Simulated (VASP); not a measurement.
# In3As (P4/mmm) in VASP: a series of runs, part 2 of 2

VASP 6.6.1. Earlier steps stand in the parts before.

**3. Single point, PBE+D3(BJ) (strain +0.0400 x Voigt [0, 1, 0, 0, 0, 0])**

The input, INCAR:

```
ALGO = Fast
EDIFF = 1E-7
ENCUT = 520
GGA = PE
ISIF = 2
ISMEAR = 0
IVDW = 12
LASPH = True
LCHARG = True
LELF = True
LREAL = False
LVHAR = True
LWAVE = False
NBANDS = 30
NELM = 60
PREC = Accurate
SIGMA = 0.15
```

The input, KPOINTS:

```
k-points
0
Gamma
  10 10 10
```

The input, POSCAR:

```
In3As
1.0
    4.6021353856      0.0000000000      0.0000000000
    0.0000000000      4.7862208010      0.0000000000
    0.0000000000      0.0000000000      4.6021353856
In As
3 1
Direct
    0.0000000000      0.5000000000      0.5000000000
    0.5000000000      0.0000000000      0.5000000000
    0.5000000000      0.5000000000      0.0000000000
    0.0000000000      0.0000000000      0.0000000000
```

Potentials or basis: VASP PAW PBE potentials, release 64 (In_d, As).

Command:

```bash
cat potpaw_PBE.64/In_d/POTCAR potpaw_PBE.64/As/POTCAR > POTCAR
mpirun -np 1 vasp_std > vasp.out
```

OUTCAR:

```text
EDIFF = 1E-7
   ENCUT = 520
   GGA = PE
   ISIF = 2
   ISMEAR = 0
   IVDW = 12
   LASPH = True
   LREAL = False
   NELM = 60
   PREC = Accurate
 IVDW          = 12

 ion  position               nearest neighbor table
   1  0.000  0.500  0.500-   3 3.25   3 3.25   3 3.25   3 3.25   4 3.32   2 3.32   4 3.32   4 3.32
                             2 3.32   4 3.32   2 3.32   2 3.32
   2  0.500  0.000  0.500-   4 3.25   4 3.25   4 3.25   4 3.25   3 3.32   1 3.32   3 3.32   3 3.32
                             1 3.32   1 3.32   3 3.32   1 3.32
   3  0.500  0.500  0.000-   1 3.25   1 3.25   1 3.25   1 3.25   2 3.32   2 3.32   4 3.32   2 3.32
                             4 3.32   4 3.32   2 3.32   4 3.32
   4  0.000  0.000  0.000-   2 3.25   2 3.25   2 3.25   2 3.25   1 3.32   1 3.32   3 3.32   1 3.32
                             3 3.32   3 3.32   1 3.32   3 3.32

  LATTYP: Found a simple tetragonal cell.
 ALAT       =     4.6021353856
 C/A-ratio  =     1.0400000000

  Lattice vectors:

 A1 = (  -4.6021353856,   0.0000000000,   0.0000000000)
 A2 = (   0.0000000000,   0.0000000000,   4.6021353856)
 A3 = (   0.0000000000,   4.7862208010,   0.0000000000)

Analysis of symmetry for initial positions (statically):
=====================================================================
 Subroutine PRICEL returns:
 Original cell was already a primitive cell.

 Routine SETGRP: Setting up the symmetry group for a
 simple tetragonal supercell.

 Subroutine GETGRP returns: Found 16 space group operations
 (whereof 16 operations were pure point group operations)
 out of a pool of 16 trial point group operations.

The static configuration has the point symmetry D_4h.

Analysis of symmetry for dynamics (positions and initial velocities):
=====================================================================
 Subroutine PRICEL returns:
 Original cell was already a primitive cell.
[... 130 lines left out ...]
   IMIX   =      4    mixing-type and parameters
     AMIX     =   0.40;   BMIX     =  1.00
     AMIX_MAG =   1.60;   BMIX_MAG =  1.00
  volume/ion in A,a.u.               =      25.34       171.02
  Fermi-wavevector in a.u.,A,eV,Ry     =   1.239525  2.342362 20.904287  1.536422
  Thomas-Fermi vector in A             =   2.374004
   LORBIT       =      0    0 simple, 1 ext, 2 COOP (PROOUT), +10 PAW based schemes
   GGA     = PE    functional components
   LHFCALC =     F    Hartree Fock is set to
   AEXX    =    0.0000 exact exchange contribution
   IVDW    =    12    specifies the selected vdW correction
   LEPSILON=     F    determine dielectric tensor
   LRPA    =     F    only Hartree local field effects (RPA)
 non-spin polarized calculation
 RMM-DIIS sequential band-by-band and
 Gauss-broadening in eV      SIGMA  =   0.15
  energy-cutoff  :      520.00
  volume of cell :      101.37
 maximum number of plane-waves:      2751
 NGX is ok and might be reduce to    36
   NGX = 17   NGY = 17   NGZ = 17

 number of electron      43.9999996 magnetization

 Free energy of the ion-electron system (eV)
  ---------------------------------------------------
  ext. energy  EPLUGINS =         0.00000000
  ---------------------------------------------------
  free energy    TOTEN  =       -12.04738653 eV

  energy without entropy =      -12.01886275  energy(sigma->0) =      -12.03312464

 E-fermi :   6.7063     XC(G=0): -10.1699

 val. band max:        6.6829082196   @ k =   0.5000   0.4000   0.1000
 cond. band min:       6.7199215615   @ k =   0.4000   0.2000   0.0000
 fundamental gap:      0.0370133420
 Fermi energy:         6.7062785354

 k-point     1 :       0.0000    0.0000    0.0000
  band No.  band energies     occupation
      1      -8.0212      2.00000
      2      -8.0070      2.00000
      3      -7.9814      2.00000
      4      -7.9814      2.00000
      5      -7.8437      2.00000
      6      -7.8047      2.00000
[... 781 lines left out ...]
     29      10.9886      0.00000
     30      13.8778      0.00000

 [... further k-points ...]

------------------------ aborting loop because EDIFF is reached ----------------------------------------

 Edisp (eV)   -1.40247

 E8    (eV) :    -0.6731

  FORCE on cell =-STRESS in cart. coord.  units (eV):
  Direction    XX          YY          ZZ          XY          YZ          ZX
  --------------------------------------------------------------------------------------
  -------------------------------------------------------------------------------------
  Total      -1.07836    -1.09383    -1.07836     0.00000     0.00000     0.00000
  in kB     -17.04361   -17.28823   -17.04361     0.00000     0.00000     0.00000
  external pressure =      -17.13 kB  Pullay stress =        0.00 kB

 VOLUME and BASIS-vectors are now :
 -----------------------------------------------------------------------------
  energy-cutoff  :      520.00
  volume of cell :      101.37
      direct lattice vectors                 reciprocal lattice vectors
     4.602135386  0.000000000  0.000000000     0.217290435  0.000000000  0.000000000
     0.000000000  4.786220801  0.000000000     0.000000000  0.208933111  0.000000000
     0.000000000  0.000000000  4.602135386     0.000000000  0.000000000  0.217290435

 POSITION                                       TOTAL-FORCE (eV/Angst)
 -----------------------------------------------------------------------------------
      0.00000      2.39311      2.30107         0.000000      0.000000      0.000000
      2.30107      0.00000      2.30107         0.000000      0.000000      0.000000
      2.30107      2.39311      0.00000         0.000000      0.000000      0.000000
      0.00000      0.00000      0.00000         0.000000      0.000000      0.000000
 -----------------------------------------------------------------------------------
    total drift:                                0.000000      0.000000      0.000000

  FREE ENERGIE OF THE ION-ELECTRON SYSTEM (eV)
  ---------------------------------------------------
  free  energy   TOTEN  =       -13.4498526192 eV

  energy  without entropy=      -13.4213288347  energy(sigma->0) =      -13.43559073
```

It took 7.2 min on 1 thread of Intel Xeon Platinum 8488C (Sapphire Rapids), shared host; peak memory 0.44 GiB.

What came out:

- Free energy: -13.4499 eV
- Pressure: -1.7 GPa
- Band gap on the k mesh: zero (band 22 reaches 7.29 eV, above the bottom of band 23 at 3.32 eV)
- Dispersion energy per atom: -0.351 eV

Levels at points of the mesh, in eV from the Fermi level:
```tsv
k point	band 20	band 21	band 22	band 23	band 24	band 25
(0.00, 0.00, 0.00)	-2.78	-2.11	-1.65	2.04	2.08	2.08
(0.50, 0.00, 0.00)	-1.46	-1.35	-0.26	0.04	0.16	1.40
(0.00, 0.50, 0.00)	-1.61	-1.03	-0.03	-0.03	0.10	1.62
(0.50, 0.50, 0.00)	-0.73	-0.26	0.53	0.63	1.97	2.03
(0.50, 0.00, 0.50)	-0.88	-0.64	0.16	0.16	1.39	1.77
(0.50, 0.50, 0.50)	-4.00	-4.00	-3.97	-3.38	4.35	4.88
```

Caveat: the cell differs from its parent crystal (strain +0.0400 x Voigt [0, 1, 0, 0, 0, 0]); spin-orbit coupling is left out, which moves the levels of the heavy elements; pairwise dispersion overbinds metals, which lowers pressure and volume.
